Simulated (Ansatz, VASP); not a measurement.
# HfN in VASP and in Ansatz

INCAR

```
SYSTEM = HfN
  PREC = Accurate
  ENCUT = 600
  EDIFF = 1E-6
  ISMEAR = -1
  SIGMA = 0.1
  LREAL = .False.
  LASPH = .True.
  NELM = 60
  ALGO = Normal
  ISIF = 3
  LWAVE = .False.
  LCHARG = .False.
  GGA = PE
  IVDW = 13
  IBRION = 2
  NSW = 80
  EDIFFG = -0.01
```

The input KPOINTS:

```
regular mesh
0
Gamma
  11 11 11
  0 0 0
```

Contents of POSCAR:

```
HfN
1.0
    0.0000000000      2.2560000000      2.2560000000
    2.2560000000      0.0000000000      2.2560000000
    2.2560000000      2.2560000000      0.0000000000
Hf N
1 1
Direct
    0.0000000000      0.0000000000      0.0000000000
    0.5000000000      0.5000000000      0.5000000000
```

Input for Ansatz:

```yaml
crystal:
  lattice:
    - [0.0, 2.256, 2.256]
    - [2.256, 0.0, 2.256]
    - [2.256, 2.256, 0.0]
  atoms:
    - { symbol: Hf, position: [0.0, 0.0, 0.0] }
    - { symbol: "N", position: [0.5, 0.5, 0.5] }
kpoints:
  mp_grid:
    grid: [11, 11, 11]
hamiltonian:
  xc: pbe
  dispersion: d4
scf:
  occupations:
    method: fermi_dirac
relax:
  f_tol: 0.01
  cell: {}
```

Alike in both runs: task relaxation of cell and atoms; functional PBE; dispersion D4; k mesh 11 × 11 × 11; no spin polarisation.

```csv
,VASP,Ansatz
version,VASP 6.6.1,Ansatz 0.2.0
potentials or method,"VASP PAW PBE potentials, release 64 (Hf_pv, N)","plane waves, PAW"
plane-wave cutoff (eV),600,420
occupations,"fermi-dirac, width 0.1 eV",fermi-dirac
valence electrons in the cell,15,31
```

```tsv
	VASP	Ansatz	Ansatz less VASP
relaxed volume (Å³/atom)	11.46	11.56	+0.104
relaxed cell length with the largest relative difference (Å)	3.188	3.198	+0.0096
```

VASP's potentials hold 15 valence electrons a cell and Ansatz's 31, so a difference there can come from the potentials and not from the codes.

Spin-orbit coupling is off throughout.
